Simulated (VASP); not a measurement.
Runs of VASP 6.6.1 on CdTe. The structure is that of space group I-4m2 (No. 119), or close to it. The cells are those of the table. 

```tsv
cell	gap on the mesh (eV)	pressure (GPa)
a = 4.399, b = 4.399, c = 4.533 Å, angles 59.0, 59.0, 62.0°, 2 atoms	0.93	(a)
a = 4.671, b = 4.671, c = 4.533 Å, angles 61.0, 61.0, 58.1°, 2 atoms	0.61	(c)
a = 4.465, b = 4.465, c = 4.533 Å, angles 59.5, 59.5, 61.0°, 2 atoms	0.90	6.2
a = 4.432, b = 4.432, c = 4.533 Å, angles 59.2, 59.2, 61.5°, 2 atoms	(b)	7.1
```

Alike in all rows: task single point; level PBE; potentials or basis VASP PAW PBE potentials, release 64 (Cd, Te); no spin polarisation; k mesh 8 × 8 × 8; cutoff (eV) 520; smearing gaussian 0.05 eV.

Question: Estimate the missing entries.

Answer: (a) 8.2; (b) 0.91; (c) 1.5.

Caveats: spin-orbit coupling is left out, which moves the levels of the heavy elements; the cell stands under pressure (at least some runs).

A k mesh can miss the band edges, and the runs leave out spin-orbit coupling on Cd, Te.
